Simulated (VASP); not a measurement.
Wanted: the native input for a VASP 6.6.1 run.

- Task: single point
- Functional: PBEsol
- Potentials or basis: VASP PAW PBE potentials, release 64 (Si, Ni)
- Cutoff: 520 eV
- k mesh: 10 × 5 × 9
- Occupations: gaussian, width 0.1 eV
- Spin: no spin polarisation
- Dipole correction: no
- Further INCAR settings: ALGO = Normal; EDIFF = 1e-07; NBANDS = 38; ISYM = 0

The structure of SiNi lies in POSCAR:

```
SiNi
1.0
    3.3577714925      0.0000000000      0.0000000000
    0.0000000000      7.5128492122      0.0000000000
    0.0000000000      3.4455631979      3.7435399031
Si Ni
4 4
Direct
    0.2500000000      0.9134445153      0.4079831497
    0.7500000000      0.4134445153      0.7651278196
    0.2500000000      0.5865554847      0.2348721804
    0.7500000000      0.0865554847      0.5920168503
    0.7500000000      0.8126136333      0.1966870940
    0.2500000000      0.3126136333      0.1780856394
    0.7500000000      0.6873863667      0.8219143606
    0.2500000000      0.1873863667      0.8033129060
```

The input as run:

INCAR

```
  PREC = Accurate
  ENCUT = 520
  EDIFF = 1E-7
  ISMEAR = 0
  SIGMA = 0.1
  LREAL = False
  LASPH = True
  NELM = 100
  ALGO = Normal
  ISIF = 2
  LWAVE = False
  LCHARG = False
  GGA = PS
  NBANDS = 38
  ISYM = 0
```

KPOINTS

```
regular mesh
0
Gamma
  10 5 9
```

Potentials or basis: VASP PAW PBE potentials, release 64 (Si, Ni).

Launch:

```console
$ cat potpaw_PBE.64/Si/POTCAR potpaw_PBE.64/Ni/POTCAR > POTCAR
$ mpirun -np 1 vasp_std > vasp.out
```

It gave:

The pressure is 0.2 GPa. The largest force is 0.028 eV/Å and the band gap on the k mesh is zero (bands 28 and 29 overlap by 1.90 eV).

Caveat: the PAW data sets were made with another functional, which shifts forces and pressure a little.

Run time: 22 min on 1 thread of Intel(R) Xeon(R) Platinum 8259CL CPU @ 2.50GHz (Skylake/Cascade Lake), on a shared host, peak memory 0.69 GiB.
